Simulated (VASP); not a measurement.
# KBe7C4 (a cell with a defect) in VASP: single point with PBEsol

Aim: the single point of KBe7C4 (a cell with a defect) with PBEsol.

Everything below comes from runs of VASP 6.6.1. Logs are shortened: lines on timing, memory, paths and dates and some standing lists are left out, and cuts for length are marked.

## 1. The cell of the first run

The cell holds a defect, 24 atoms: a = 6.096 Å, b = 6.096 Å, c = 6.096 Å, α = 60.00°, β = 60.00°, γ = 60.00°.

## 2. Single point, PBEsol, collinear spin

Input file INCAR:

```
ALGO = Normal ; EDIFF = 1E-6
ENCUT = 520 ; GGA = PS
GGA_COMPAT = F ; ISIF = 2
ISMEAR = -1 ; ISPIN = 2
LASPH = T ; LCHARG = F
LORBIT = 11 ; LREAL = F
LWAVE = F ; MAGMOM = 0.333 0.333 0.333 0.333 0.333 0.333 0.333 0.333 0.333 0.333 0.333 0.333 0.333 0.333 0.333 0.333 0.333 0.333 0.333 0.333 0.333 0.333 0.333 0.333
NBANDS = 61 ; NELM = 200
PREC = Accurate ; SIGMA = 0.05
```

Input file KPOINTS:

```
Automatic mesh
0
Gamma
  2 2 2
  0.5 0.5 0.5
```

Input file POSCAR:

```
KBe7C4
1.0
    0.0000000000      4.3106380000      4.3106380000
    4.3106380000      0.0000000000      4.3106380000
    4.3106380000      4.3106380000      0.0000000000
K Be C
2 14 8
Direct
    0.8677030000      0.4018980000      0.3658710000
    0.1494660000      0.1113760000      0.1065110000
    0.3653040000      0.9013570000      0.8648850000
    0.3944300000      0.8627650000      0.3802400000
    0.8749050000      0.3766890000      0.8758060000
    0.3778640000      0.3813670000      0.8721890000
    0.8947920000      0.8754070000      0.3436770000
    0.6274340000      0.6313380000      0.6307120000
    0.3766240000      0.3573370000      0.4067970000
    0.8609830000      0.8750180000      0.9026900000
    0.1216640000      0.1152900000      0.6281340000
    0.6045780000      0.6326450000      0.1232740000
    0.1256670000      0.6225370000      0.1212080000
    0.6333380000      0.1257670000      0.6233490000
    0.6234200000      0.1369270000      0.1136170000
    0.1121170000      0.6395550000      0.6262000000
    0.0025710000      0.0071950000      0.9907070000
    0.5024440000      0.5311660000      0.4885800000
    0.9917330000      0.0161680000      0.4956240000
    0.4728780000      0.5261160000      0.0026190000
    0.0079730000      0.4872040000      0.0141040000
    0.4757390000      0.0081490000      0.5223500000
    0.4872120000      0.0002690000      0.9986760000
    0.0012070000      0.5086650000      0.4948300000
```

Potentials or basis: VASP PAW PBE potentials, release 64 (K_sv, Be, C).

The run is started by

```
cat potpaw_PBE.64/K_sv/POTCAR potpaw_PBE.64/Be/POTCAR potpaw_PBE.64/C/POTCAR > POTCAR
mpirun -np 1 vasp_std > vasp.out
```

OUTCAR:

```text
EDIFF = 1E-6
   ENCUT = 520
   GGA = PS
   ISIF = 2
   ISMEAR = -1
   ISPIN = 2
   LASPH = T
   LORBIT = 11
   LREAL = F
   NELM = 200
   PREC = Accurate

 ion  position               nearest neighbor table
   1  0.868  0.402  0.366-  21 1.76  18 1.82  24 1.84  19 1.92  13 2.07   8 2.13  12 2.19  14 2.20
                            11 2.23   2 2.37   4 2.85  10 2.85   7 2.91   9 3.02   6 3.04   5 3.04
   2  0.149  0.111  0.107-  23 1.68  17 1.83  21 1.88  19 1.95   3 1.95   7 2.12   6 2.15   5 2.18
                             4 2.24   1 2.37  12 2.85  14 2.95  11 2.99  15 2.99  13 3.01  16 3.03
   3  0.365  0.901  0.865-  22 1.71  23 1.77  17 1.81  20 1.87   2 1.95  11 2.08  14 2.13  12 2.15
                             8 2.18  13 2.24
   4  0.394  0.863  0.380-  18 1.65  22 1.85  23 1.91  19 2.01   8 2.09  12 2.11  11 2.16  15 2.18
                            16 2.19   2 2.24   1 2.85
   5  0.875  0.377  0.876-  17 1.84  24 1.90  21 1.90  20 2.00  15 2.12   8 2.12  16 2.16  12 2.17
                             2 2.18  11 2.20   1 3.04   1 3.06
   6  0.378  0.381  0.872-  21 1.84  20 1.85  23 1.90  18 1.91  15 2.10  13 2.11   8 2.15   2 2.15
                            14 2.17  16 2.21   1 3.04   1 3.06
   7  0.895  0.875  0.344-  17 1.76  24 1.83  19 1.95  13 2.05  22 2.10   2 2.12  16 2.17  15 2.17
                             8 2.21  14 2.29   1 2.91
   8  0.627  0.631  0.631-  18 1.83  20 1.86  24 1.86  22 1.88   4 2.09   5 2.12   1 2.13   6 2.15
                             3 2.18   7 2.21
   9  0.377  0.357  0.407-  22 1.74  24 1.88  18 1.92  20 2.02  14 2.04  11 2.15  16 2.17  12 2.18
                            15 2.23  13 2.32   1 3.02
  10  0.861  0.875  0.903-  17 1.81  23 1.87  21 1.93  19 2.03  15 2.04  13 2.09  12 2.16  11 2.17
                            14 2.19  16 2.21   1 2.85
  11  0.122  0.115  0.628-  22 1.77  19 1.80  17 1.81  24 1.96   3 2.08   9 2.15   4 2.16  10 2.17
[... 23 lines left out ...]
  23  0.487  0.000  0.999-   2 1.68   3 1.77  12 1.83  10 1.87  14 1.87   6 1.90   4 1.91  15 1.93

  24  0.001  0.509  0.495-   7 1.83   1 1.84  16 1.86  13 1.86   8 1.86   9 1.88   5 1.90  11 1.96

  LATTYP: Found a face centered cubic cell.
 ALAT       =     8.6212760000

  Lattice vectors:

 A1 = (   0.0000000000,   4.3106380000,   4.3106380000)
 A2 = (   4.3106380000,   0.0000000000,   4.3106380000)
 A3 = (   4.3106380000,   4.3106380000,   0.0000000000)

Analysis of symmetry for initial positions (statically):
=====================================================================
 Subroutine PRICEL returns:
 Original cell was already a primitive cell.

 Routine SETGRP: Setting up the symmetry group for a
 face centered cubic supercell.

 Subroutine GETGRP returns: Found  1 space group operations
 (whereof  1 operations were pure point group operations)
 out of a pool of 48 trial point group operations.

The static configuration has the point symmetry C_1 .

Analysis of symmetry for dynamics (positions and initial velocities):
=====================================================================
 Subroutine PRICEL returns:
 Original cell was already a primitive cell.

 Routine SETGRP: Setting up the symmetry group for a
 face centered cubic supercell.

 Subroutine GETGRP returns: Found  1 space group operations
 (whereof  1 operations were pure point group operations)
 out of a pool of 48 trial point group operations.

The dynamic configuration has the point symmetry C_1 .

Analysis of structural, dynamic, and magnetic symmetry:
=====================================================================
 Subroutine PRICEL returns:
 Original cell was already a primitive cell.

 Routine SETGRP: Setting up the symmetry group for a
 face centered cubic supercell.

 Subroutine GETGRP returns: Found  1 space group operations
 (whereof  1 operations were pure point group operations)
 out of a pool of 48 trial point group operations.

The overall configuration has the point symmetry C_1 .

 Subroutine INISYM returns: Found  1 space group operations
 (whereof  1 operations are pure point group operations),
 and found     1 'primitive' translations

----------------------------------------------------------------------------------------

                                     Primitive cell

  volume of cell :     160.1971

  direct lattice vectors                    reciprocal lattice vectors
     0.000000000  4.310638000  4.310638000    -0.115992111  0.115992111  0.115992111
     4.310638000  0.000000000  4.310638000     0.115992111 -0.115992111  0.115992111
     4.310638000  4.310638000  0.000000000     0.115992111  0.115992111 -0.115992111

  length of vectors
     6.096162722  6.096162722  6.096162722     0.200904229  0.200904229  0.200904229

  position of ions in fractional coordinates (direct lattice)
     0.867703000  0.401898000  0.365871000
     0.149466000  0.111376000  0.106511000
     0.365304000  0.901357000  0.864885000
[... 80 lines left out ...]
  0.000000  0.250000  0.000000      2.000000
 -0.250000  0.250000  0.250000      2.000000
  0.250000 -0.250000  0.250000      2.000000
[... 8 lines left out ...]
  0.000000  0.250000  0.500000      2.000000
  0.500000  0.250000  0.000000      2.000000
   k-points           NKPTS =     16   k-points in BZ     NKDIM =     16   number of bands    NBANDS=     61
   number of dos      NEDOS =    301   number of ions     NIONS =     24
   total plane-waves  NPLWV = 110592
   dimension x,y,z NGX =    48 NGY =   48 NGZ =   48
   dimension x,y,z NGXF=    96 NGYF=   96 NGZF=   96
   ions per type =               2  14   8
   NGX,Y,Z   is equivalent  to a cutoff of  13.09, 13.09, 13.09 a.u.
   NGXF,Y,Z  is equivalent  to a cutoff of  26.18, 26.18, 26.18 a.u.
 SYSTEM =  unknown system
   PREC   = accura    normal or accurate (medium, high low for compatibility)
   ISTART =      0    job   : 0-new  1-cont  2-samecut
   ICHARG =      2    charge: 1-file 2-atom 10-const
   ISPIN  =      2    spin polarized calculation?
   LNONCOLLINEAR =      F non collinear calculations
   LSORBIT =      F    spin-orbit coupling
   LASPH  =      T    aspherical Exc in radial PAW
   ENCUT  =  520.0 eV  38.22 Ry    6.18 a.u.  11.33 11.33 11.33*2*pi/ulx,y,z
   NELM   =    200;   NELMIN=  2; NELMDL= -5     # of ELM steps
   EDIFF  = 0.1E-05   stopping-criterion for ELM
   LREAL  =      F    real-space projection
   EDIFFG = 0.1E-04   stopping-criterion for IOM
   NSW    =      0    number of steps for IOM
   IBRION =     -1    ionic relax: 0-MD 1-quasi-New 2-CG
   NFREE  =      0    steps in history (QN), initial steepest desc. (CG)
   ISIF   =      2    stress and relaxation
   ISYM   =      2    0-nonsym 1-usesym 2-fastsym
   POTIM  = 0.5000    time-step for ionic-motion
   TEBEG  =    0.0;   TEEND  =   0.0 temperature during run
   PSTRESS=    0.0 pullay stress
   NELECT =      78.0000    total number of electrons
   NUPDOWN=      -1.0000    fix difference up-down
   EMIN   =  10.00;   EMAX   =-10.00  energy-range for DOS
   EFERMI =   0.00;   METHOD = LEGACY
   ISMEAR =    -1;   SIGMA  =   0.05  broadening in eV -4-tet -1-fermi 0-gaus
   EFERMI_NEDOS =   21; number of points for ismear=-14 and -15
   IALGO  =     38    algorithm
   IMIX   =      4    mixing-type and parameters
     AMIX     =   0.40;   BMIX     =  1.00
     AMIX_MAG =   1.60;   BMIX_MAG =  1.00
  volume/ion in A,a.u.               =       6.67        45.04
  Fermi-wavevector in a.u.,A,eV,Ry     =   1.287918  2.433812 22.568423  1.658732
  Thomas-Fermi vector in A             =   2.419903
   LORBIT       =     11    0 simple, 1 ext, 2 COOP (PROOUT), +10 PAW based schemes
   GGA     = PS    functional components
   LHFCALC =     F    Hartree Fock is set to
   AEXX    =    0.0000 exact exchange contribution
   IVDW    =     0    specifies the selected vdW correction
   LEPSILON=     F    determine dielectric tensor
   LRPA    =     F    only Hartree local field effects (RPA)
 spin polarized calculation
  energy-cutoff  :      520.00
  volume of cell :      160.20
 maximum number of plane-waves:      4321
 NGX is ok and might be reduce to    48
   NGX = 23   NGY = 23   NGZ = 23

 number of electron      78.0000000 magnetization       0.0004567

 number of electron      78.0000000 magnetization      -0.0005428

 Free energy of the ion-electron system (eV)
  ---------------------------------------------------
  ext. energy  EPLUGINS =         0.00000000
  ---------------------------------------------------
  free energy    TOTEN  =      -101.86864489 eV

  energy without entropy =     -101.84063939  energy(sigma->0) =     -101.85464214

 E-fermi :   8.6307     XC(G=0): -12.0364

 val. band max:        8.6134054976   @ k =   0.2500   0.2500  -0.2500
 cond. band min:       8.6930778829   @ k =   0.5000   0.2500   0.0000
 fundamental gap:      0.0796723852
 Fermi energy:         8.6307171472

 spin component 1

 k-point     1 :       0.2500    0.2500    0.2500
  band No.  band energies     occupation
      1     -22.8060      1.00000
      2     -21.7280      1.00000
      3      -9.9688      1.00000
      4      -9.2028      1.00000
      5      -8.6314      1.00000
      6      -8.1794      1.00000
[... 853 lines left out ...]
     50      13.5408      0.00000
     51      13.7496      0.00000
 Fermi energy:         8.6307171472

 spin component 2

 k-point     1 :       0.2500    0.2500    0.2500
  band No.  band energies     occupation
      1     -22.8061      1.00000
      2     -21.7281      1.00000
      3      -9.9689      1.00000
      4      -9.2029      1.00000
      5      -8.6315      1.00000
      6      -8.1795      1.00000
[... 853 lines left out ...]
     50      13.5408      0.00000
     51      13.7496      0.00000
 [bands above 51 left out]

------------------------ aborting loop because EDIFF is reached ----------------------------------------

  FORCE on cell =-STRESS in cart. coord.  units (eV):
  Direction    XX          YY          ZZ          XY          YZ          ZX
  --------------------------------------------------------------------------------------
  -------------------------------------------------------------------------------------
  Total       68.0018348     65.7469639     64.5264518     -1.4712768     12.7845386     -3.3878187
  in kB      680.1059247    657.5543119    645.3476193    -14.7146626    127.8618503    -33.8825500
  external PRESSURE =     661.0026186 kB  Pullay stress =       0.0000000 kB

 VOLUME and BASIS-vectors are now :
 -----------------------------------------------------------------------------
  energy-cutoff  :      520.00
  volume of cell :      160.20
      direct lattice vectors                 reciprocal lattice vectors
     0.000000000  4.310638000  4.310638000    -0.115992111  0.115992111  0.115992111
     4.310638000  0.000000000  4.310638000     0.115992111 -0.115992111  0.115992111
     4.310638000  4.310638000  0.000000000     0.115992111  0.115992111 -0.115992111

 POSITION                                       TOTAL-FORCE (eV/Angst)
 -----------------------------------------------------------------------------------
      3.30957      5.31749      5.47279        -2.317070      0.917591     -1.668844
      0.93923      1.10342      1.12440         6.948967     -0.263886     -2.538552
      7.61363      5.30290      5.46012        -3.561494      0.437576     -1.113883
      5.35814      3.33932      5.41931         1.240619      0.149612      0.174763
      5.39905      7.54668      5.39517         0.027849     -1.719993      0.607610
      5.40363      5.38853      3.27277         0.080926     -0.839757      2.140638
[... 16 lines left out ...]
      4.30609      6.40513      2.10135        -5.947887      8.427935      8.793399
      4.32570      2.13824      2.19787         5.463285      5.869743      4.461194
 -----------------------------------------------------------------------------------
    total drift:                                0.000016      0.000218     -0.000319

  FREE ENERGIE OF THE ION-ELECTRON SYSTEM (eV)
  ---------------------------------------------------
  free  energy   TOTEN  =      -101.8686448866 eV

  energy  without entropy=     -101.8406393896  energy(sigma->0) =     -101.85464214

 total charge

# of ion       s       p       d       tot
------------------------------------------
    1        2.146   5.774   0.971   8.891
    2        2.154   5.786   1.026   8.966
    3        0.487   0.992   0.000   1.479
    4        0.462   0.919   0.000   1.382
    5        0.432   0.819   0.000   1.251
    6        0.443   0.858   0.000   1.301
[... 16 lines left out ...]
   23        0.877   1.701   0.000   2.579
   24        0.859   1.672   0.000   2.531
--------------------------------------------------
tot         17.519  37.280   1.997  56.796

 magnetization (x)

# of ion       s       p       d       tot
------------------------------------------
    1        0.000  -0.000  -0.000  -0.000
    2        0.000  -0.000  -0.000  -0.000
    3        0.000   0.000   0.000   0.000
    4       -0.000   0.000   0.000   0.000
    5       -0.000   0.000   0.000   0.000
    6       -0.000   0.000   0.000  -0.000
[... 16 lines left out ...]
   23       -0.000  -0.000   0.000  -0.000
   24        0.000  -0.000   0.000  -0.000
--------------------------------------------------
tot         -0.000  -0.000  -0.000  -0.000
```

Wall time 8.9 min (1 thread of Intel Xeon Platinum 8259CL at 2.50GHz (Skylake/Cascade Lake), shared host); peak memory 0.53 GiB.

Results:

- Free energy: -101.8686 eV
- Pressure: 66.1 GPa
- Largest force: 14.055 eV/Å
- Band gap on the k mesh: zero (filled and empty bands overlap)
- Net moment: 0.00 μB per cell
- Valence electrons inside the program's atomic spheres: K 8.89, 8.97; Be 1.48, 1.38, 1.25, 1.30, 1.28, 1.34, 1.27, 1.37, 1.32, 1.40, 1.29, 1.21 (each value once); C 2.59, 2.56, 2.51, 2.49, 2.54, 2.52, 2.58, 2.53

Forces on the atoms (eV/Å):
```
K    -2.317   0.918  -1.669
K     6.949  -0.264  -2.539
Be   -3.561   0.438  -1.114
Be    1.241   0.150   0.175
Be    0.028  -1.720   0.608
Be    0.081  -0.840   2.141
Be    1.443   0.826  -2.337
Be    2.263   0.076   0.187
Be    0.729  -1.824   0.723
Be   -1.590  -0.364   0.344
Be    0.453   0.538  -0.305
Be    0.085  -1.377   0.250
Be    0.404   0.203   2.328
Be   -0.144   0.613  -1.449
Be    0.492   0.198  -0.283
Be   -0.310   0.018   0.640
C    -3.880  -6.664  -6.764
C     4.075  -3.865  -7.680
C    -0.331   7.278  -7.964
C    -2.067   1.973   0.263
C    -1.322 -10.552   9.190
C    -2.235  -0.055   2.000
C    -5.948   8.428   8.793
C     5.463   5.870   4.461
```

Stress tensor (GPa, compression positive):
```
68.01 -1.47 -3.39
-1.47 65.76 12.79
-3.39 12.79 64.53
```

Caveat: the k points lie up to 0.63 Å⁻¹ apart, too coarse for converged energies and pressures of a metal; the PAW data sets were made with another functional, which shifts forces and pressure a little.
